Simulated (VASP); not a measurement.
# PbF2 (Aea2) in VASP: single point with PBE+D3(BJ)

Aim: the single point of PbF2 with PBE+D3(BJ).

Program: VASP 6.6.1. These are calculated values, not measurements. Logs are shortened: lines on timing, memory, paths and dates and some standing lists are left out, and cuts for length are marked.

**1. The cell of the first run**

Symmetry: Aea2, No. 41, orthorhombic system. The conventional cell has a = 6.024 Å, b = 6.004 Å, c = 6.023 Å, α = 90.00°, β = 90.00°, γ = 90.00°. Within 3.4 Å of Pb (site symmetry 2) lie 8 F at 2.54 to 2.72 Å. F (site symmetry 1) has 4 Pb at 2.54 to 2.72 Å and 6 F at 3.01 to 3.02 Å within 3.4 Å.

**2. Single point, PBE+D3(BJ)**

Input file INCAR:

```
SYSTEM = PbF2
  PREC = Accurate
  ENCUT = 520
  EDIFF = 1E-7
  ISMEAR = 0
  SIGMA = 0.1
  LREAL = .False.
  LASPH = .True.
  NELM = 100
  ALGO = Normal
  ISIF = 2
  LWAVE = .False.
  LCHARG = .True.
  GGA = PE
  IVDW = 12
  LELF = .True.
  LVHAR = .True.
  NBANDS = 37
```

Input file KPOINTS:

```
regular mesh
0
Gamma
  4 4 4
  0 0 0
```

Input file POSCAR:

```
PbF2
1.0
    6.0240560000      0.0000000000      0.0000000000
    0.0000000000      3.0020500000      3.0112850000
    0.0000000000     -3.0020500000      3.0112850000
Pb F
2 4
Direct
    0.5000000000      0.9774790000      0.9774790000
    0.0000000000      0.4774790000      0.4774790000
    0.7647730000      0.9736080000      0.4586660000
    0.2352270000      0.4586660000      0.9736080000
    0.7352270000      0.4736080000      0.9586660000
    0.2647730000      0.9586660000      0.4736080000
```

Potentials or basis: VASP PAW PBE potentials, release 64 (Pb_d, F).

On the command line:

```console
cat potpaw_PBE.64/Pb_d/POTCAR potpaw_PBE.64/F/POTCAR > POTCAR
mpirun -np 1 vasp_std > vasp.out
```

OUTCAR:

```text
SYSTEM = PbF2
   PREC = Accurate
   ENCUT = 520
   EDIFF = 1E-7
   ISMEAR = 0
   LREAL = .False.
   LASPH = .True.
   NELM = 100
   ISIF = 2
   GGA = PE
   IVDW = 12
 IVDW          = 12

 ion  position               nearest neighbor table
   1  0.500  0.977  0.977-   5 2.54   6 2.54   6 2.57   5 2.57   3 2.59   4 2.59   4 2.72   3 2.72

   2  0.000  0.477  0.477-   3 2.54   4 2.54   4 2.57   3 2.57   5 2.59   6 2.59   5 2.72   6 2.72

   3  0.765  0.974  0.459-   2 2.54   2 2.57   1 2.59   1 2.72
   4  0.235  0.459  0.974-   2 2.54   2 2.57   1 2.59   1 2.72
   5  0.735  0.474  0.959-   1 2.54   1 2.57   2 2.59   2 2.72
   6  0.265  0.959  0.474-   1 2.54   1 2.57   2 2.59   2 2.72

  LATTYP: Found a base centered orthorhombic cell.
 ALAT       =     6.0041000000
 B/A-ratio  =     1.0030762312
 C/A-ratio  =     1.0033237288

  Lattice vectors:

 A1 = (   0.0000000000,   3.0020500000,  -3.0112850000)
 A2 = (   0.0000000000,   3.0020500000,   3.0112850000)
 A3 = (   6.0240560000,   0.0000000000,   0.0000000000)

Analysis of symmetry for initial positions (statically):
=====================================================================
 Subroutine PRICEL returns:
 Original cell was already a primitive cell.

 Routine SETGRP: Setting up the symmetry group for a
 base centered orthorhombic supercell.

 Subroutine GETGRP returns: Found  4 space group operations
 (whereof  2 operations were pure point group operations)
 out of a pool of  8 trial point group operations.

The static configuration has the point symmetry C_2 .
 The point group associated with its full space group is C_2v.

Analysis of symmetry for dynamics (positions and initial velocities):
=====================================================================
 Subroutine PRICEL returns:
 Original cell was already a primitive cell.

 Routine SETGRP: Setting up the symmetry group for a
 base centered orthorhombic supercell.

 Subroutine GETGRP returns: Found  4 space group operations
 (whereof  2 operations were pure point group operations)
 out of a pool of  8 trial point group operations.

The dynamic configuration has the point symmetry C_2 .
 The point group associated with its full space group is C_2v.

 Subroutine INISYM returns: Found  4 space group operations
 (whereof  2 operations are pure point group operations),
 and found     1 'primitive' translations

----------------------------------------------------------------------------------------

                                     Primitive cell

  volume of cell :     108.9153

  direct lattice vectors                    reciprocal lattice vectors
     6.024056000  0.000000000  0.000000000     0.166001113  0.000000000  0.000000000
     0.000000000  3.002050000  3.011285000     0.000000000  0.166552856  0.166042072
     0.000000000 -3.002050000  3.011285000     0.000000000 -0.166552856  0.166042072

  length of vectors
     6.024056000  4.252074970  4.252074970     0.166001113  0.235180406  0.235180406

  position of ions in fractional coordinates (direct lattice)
     0.500000000  0.977479000  0.977479000
     0.000000000  0.477479000  0.477479000
     0.764773000  0.973608000  0.458666000
     0.235227000  0.458666000  0.973608000
     0.735227000  0.473608000  0.958666000
     0.264773000  0.958666000  0.473608000

  ion indices of the primitive-cell ions
   primitive index   ion index
                 1           1
                 2           2
                 3           3
                 4           4
                 5           5
                 6           6

----------------------------------------------------------------------------------------

 KPOINTS: regular mesh

Automatic generation of k-mesh.
 Grid dimensions read from file:
 generate k-points for:    4    4    4

 Generating k-lattice:

  Cartesian coordinates                     Fractional coordinates (reciprocal lattice)
     0.041500278  0.000000000  0.000000000     0.250000000  0.000000000  0.000000000
     0.000000000  0.041638214  0.041510518     0.000000000  0.250000000  0.000000000
     0.000000000 -0.041638214  0.041510518     0.000000000  0.000000000  0.250000000

  Length of vectors
     0.041500278  0.058795101  0.058795101

  Shift w.r.t. Gamma in fractional coordinates (k-lattice)
     0.000000000  0.000000000  0.000000000

 Subroutine IBZKPT returns following result:
 ===========================================

 Found     21 irreducible k-points:

 Following reciprocal coordinates:
            Coordinates               Weight
  0.000000  0.000000  0.000000      1.000000
  0.250000  0.000000  0.000000      2.000000
  0.500000  0.000000  0.000000      1.000000
  0.000000  0.250000  0.000000      4.000000
  0.250000  0.250000  0.000000      8.000000
  0.500000  0.250000  0.000000      4.000000
[... 13 lines left out ...]
  0.250000  0.500000  0.500000      2.000000
  0.500000  0.500000  0.500000      1.000000
   k-points           NKPTS =     21   k-points in BZ     NKDIM =     21   number of bands    NBANDS=     37
   number of dos      NEDOS =    301   number of ions     NIONS =      6
   total plane-waves  NPLWV =  49152
   dimension x,y,z NGX =    48 NGY =   32 NGZ =   32
   dimension x,y,z NGXF=    96 NGYF=   64 NGZF=   64
   ions per type =               2   4
   NGX,Y,Z   is equivalent  to a cutoff of  13.25, 12.51, 12.51 a.u.
   NGXF,Y,Z  is equivalent  to a cutoff of  26.49, 25.02, 25.02 a.u.
 SYSTEM =  PbF2
   PREC   = accura    normal or accurate (medium, high low for compatibility)
   ISTART =      0    job   : 0-new  1-cont  2-samecut
   ICHARG =      2    charge: 1-file 2-atom 10-const
   ISPIN  =      1    spin polarized calculation?
   LNONCOLLINEAR =      F non collinear calculations
   LSORBIT =      F    spin-orbit coupling
   LASPH  =      T    aspherical Exc in radial PAW
   ENCUT  =  520.0 eV  38.22 Ry    6.18 a.u.  11.20  7.91  7.91*2*pi/ulx,y,z
   NELM   =    100;   NELMIN=  2; NELMDL= -5     # of ELM steps
   EDIFF  = 0.1E-06   stopping-criterion for ELM
   LREAL  =      F    real-space projection
   EDIFFG = 0.1E-05   stopping-criterion for IOM
   NSW    =      0    number of steps for IOM
   IBRION =     -1    ionic relax: 0-MD 1-quasi-New 2-CG
   NFREE  =      0    steps in history (QN), initial steepest desc. (CG)
   ISIF   =      2    stress and relaxation
   ISYM   =      2    0-nonsym 1-usesym 2-fastsym
   POTIM  = 0.5000    time-step for ionic-motion
   TEBEG  =    0.0;   TEEND  =   0.0 temperature during run
   PSTRESS=    0.0 pullay stress
   NELECT =      56.0000    total number of electrons
   NUPDOWN=      -1.0000    fix difference up-down
   EMIN   =  10.00;   EMAX   =-10.00  energy-range for DOS
   EFERMI =   0.00;   METHOD = LEGACY
   ISMEAR =     0;   SIGMA  =   0.10  broadening in eV -4-tet -1-fermi 0-gaus
   EFERMI_NEDOS =   21; number of points for ismear=-14 and -15
   IALGO  =     38    algorithm
   IMIX   =      4    mixing-type and parameters
     AMIX     =   0.40;   BMIX     =  1.00
     AMIX_MAG =   1.60;   BMIX_MAG =  1.00
  volume/ion in A,a.u.               =      18.15       122.50
  Fermi-wavevector in a.u.,A,eV,Ry     =   1.311519  2.478412 23.403137  1.720082
  Thomas-Fermi vector in A             =   2.441975
   LORBIT       =      0    0 simple, 1 ext, 2 COOP (PROOUT), +10 PAW based schemes
   GGA     = PE    functional components
   LHFCALC =     F    Hartree Fock is set to
   AEXX    =    0.0000 exact exchange contribution
   IVDW    =    12    specifies the selected vdW correction
   LEPSILON=     F    determine dielectric tensor
   LRPA    =     F    only Hartree local field effects (RPA)
 non-spin polarized calculation
 Gauss-broadening in eV      SIGMA  =   0.10
  energy-cutoff  :      520.00
  volume of cell :      108.92
 maximum number of plane-waves:      2950
 NGX is ok and might be reduce to    48
   NGX = 23   NGY = 15   NGZ = 15

 number of electron      56.0000004 magnetization

 Free energy of the ion-electron system (eV)
  ---------------------------------------------------
  ext. energy  EPLUGINS =         0.00000000
  ---------------------------------------------------
  free energy    TOTEN  =       -28.68452853 eV

  energy without entropy =      -28.68452853  energy(sigma->0) =      -28.68452853

 E-fermi :   1.8542     XC(G=0):  -9.1825

 val. band max:        1.3857701720   @ k =   0.5000   0.5000   0.5000
 cond. band min:       5.7799330880   @ k =   0.0000   0.0000   0.0000
 fundamental gap:      4.3941629160
 Fermi energy:         1.8542343944

 k-point     1 :       0.0000    0.0000    0.0000
  band No.  band energies     occupation
      1     -19.4073      2.00000
      2     -19.1658      2.00000
      3     -19.0693      2.00000
      4     -18.8704      2.00000
      5     -13.0374      2.00000
      6     -13.0369      2.00000
[... 29 lines left out ...]
     36      11.8499      0.00000
     37      15.2547      0.00000

 k-point     2 :       0.2500    0.0000    0.0000
  band No.  band energies     occupation
      1     -19.3732      2.00000
      2     -19.2020      2.00000
      3     -19.0413      2.00000
      4     -18.9002      2.00000
      5     -13.0299      2.00000
      6     -13.0271      2.00000
[... 29 lines left out ...]
     36      12.8898      0.00000
     37      15.2437      0.00000

 k-point     3 :       0.5000    0.0000    0.0000
  band No.  band energies     occupation
      1     -19.2891      2.00000
      2     -19.2891      2.00000
      3     -18.9720      2.00000
      4     -18.9720      2.00000
      5     -13.0111      2.00000
      6     -13.0111      2.00000
[... 29 lines left out ...]
     36      12.5146      0.00000
     37      16.5138      0.00000

 k-point     4 :       0.0000    0.2500    0.0000
  band No.  band energies     occupation
      1     -19.3416      2.00000
      2     -19.1359      2.00000
      3     -19.1012      2.00000
      4     -18.9282      2.00000
      5     -13.0268      2.00000
      6     -13.0192      2.00000
[... 29 lines left out ...]
     36      13.5935      0.00000
     37      15.3226      0.00000
[... 563 lines left out ...]
      1     -19.1673      2.00000
      2     -19.1631      2.00000
      3     -19.0708      2.00000
      4     -19.0680      2.00000
      5     -13.0242      2.00000
      6     -13.0237      2.00000
[... 29 lines left out ...]
     36      10.4389      0.00000
     37      15.3348      0.00000

 k-point    20 :       0.2500    0.5000    0.5000
  band No.  band energies     occupation
      1     -19.1534      2.00000
      2     -19.1493      2.00000
      3     -19.0852      2.00000
      4     -19.0822      2.00000
      5     -13.0188      2.00000
      6     -13.0185      2.00000
[... 29 lines left out ...]
     36      10.9607      0.00000
     37      16.0413      0.00000

 k-point    21 :       0.5000    0.5000    0.5000
  band No.  band energies     occupation
      1     -19.1193      2.00000
      2     -19.1193      2.00000
      3     -19.1156      2.00000
      4     -19.1156      2.00000
      5     -13.0112      2.00000
      6     -13.0112      2.00000
[... 29 lines left out ...]
     36      11.5433      0.00000
     37      15.7373      0.00000

------------------------ aborting loop because EDIFF is reached ----------------------------------------

 Edisp (eV)   -0.88140

 E8    (eV) :    -0.3804

  FORCE on cell =-STRESS in cart. coord.  units (eV):
  Direction    XX          YY          ZZ          XY          YZ          ZX
  --------------------------------------------------------------------------------------
  -------------------------------------------------------------------------------------
  Total      -1.18429    -1.10385    -1.17536     0.00000     0.00000     0.00000
  in kB     -17.42121   -16.23800   -17.28988     0.00000     0.00000     0.00000
  external pressure =      -16.98 kB  Pullay stress =        0.00 kB

 VOLUME and BASIS-vectors are now :
 -----------------------------------------------------------------------------
  energy-cutoff  :      520.00
  volume of cell :      108.92
      direct lattice vectors                 reciprocal lattice vectors
     6.024056000  0.000000000  0.000000000     0.166001113  0.000000000  0.000000000
     0.000000000  3.002050000  3.011285000     0.000000000  0.166552856  0.166042072
     0.000000000 -3.002050000  3.011285000     0.000000000 -0.166552856  0.166042072

 POSITION                                       TOTAL-FORCE (eV/Angst)
 -----------------------------------------------------------------------------------
      3.01203      0.00000      5.88694         0.000000      0.000000     -0.045432
      0.00000      0.00000      2.87565         0.000000      0.000000     -0.045432
      4.60704      1.54588      4.31299        -0.047676     -0.038581      0.022716
      1.41702     -1.54588      4.31299         0.047676      0.038581      0.022716
      4.42905     -1.45617      4.31299         0.047676     -0.038581      0.022716
      1.59501      1.45617      4.31299        -0.047676      0.038581      0.022716
 -----------------------------------------------------------------------------------
    total drift:                                0.000000     -0.000001      0.003409

  FREE ENERGIE OF THE ION-ELECTRON SYSTEM (eV)
  ---------------------------------------------------
  free  energy   TOTEN  =       -29.5659248459 eV

  energy  without entropy=      -29.5659248459  energy(sigma->0) =      -29.56592485
```

Run time: 54 s. Hardware: 1 thread of Intel Xeon 6975P-C, shared host; peak memory 0.25 GiB.

Results:

* Free energy: -29.5659 eV
* Pressure: -1.7 GPa
* Largest force: 0.065 eV/Å
* Band gap on the k mesh: 4.39 eV
* Dispersion energy per atom: -0.147 eV

Forces on the atoms (eV/Å):
```
Pb   0.000  0.000 -0.045
Pb   0.000  0.000 -0.045
F   -0.048 -0.039  0.023
F    0.048  0.039  0.023
F    0.048 -0.039  0.023
F   -0.048  0.039  0.023
```

Stress tensor (GPa, compression positive):
```
-1.74  0.00  0.00
 0.00 -1.62  0.00
 0.00  0.00 -1.73
```

Levels at points of the mesh, in eV from the valence-band top:
```tsv
k point	band 25	band 26	band 27	band 28	band 29	band 30	band 31	band 32
(0.00, 0.00, 0.00)	-1.40	-1.37	-1.32	-0.16	4.39	6.67	6.74	6.74
(0.50, 0.00, 0.00)	-1.47	-1.47	-0.89	-0.89	5.05	5.05	7.27	7.27
(0.00, 0.50, 0.00)	-1.45	-1.45	-0.22	-0.22	5.44	5.44	6.63	6.63
(0.50, 0.50, 0.00)	-1.91	-1.91	-0.04	-0.04	5.00	5.00	7.43	7.43
(0.00, 0.50, 0.50)	-1.36	-1.35	-0.14	-0.12	4.40	4.40	7.60	7.69
(0.50, 0.50, 0.50)	-1.32	-1.32	0.00	0.00	5.95	5.95	5.96	5.96
```

Caveat: spin-orbit coupling is left out, which moves the levels of the heavy elements.
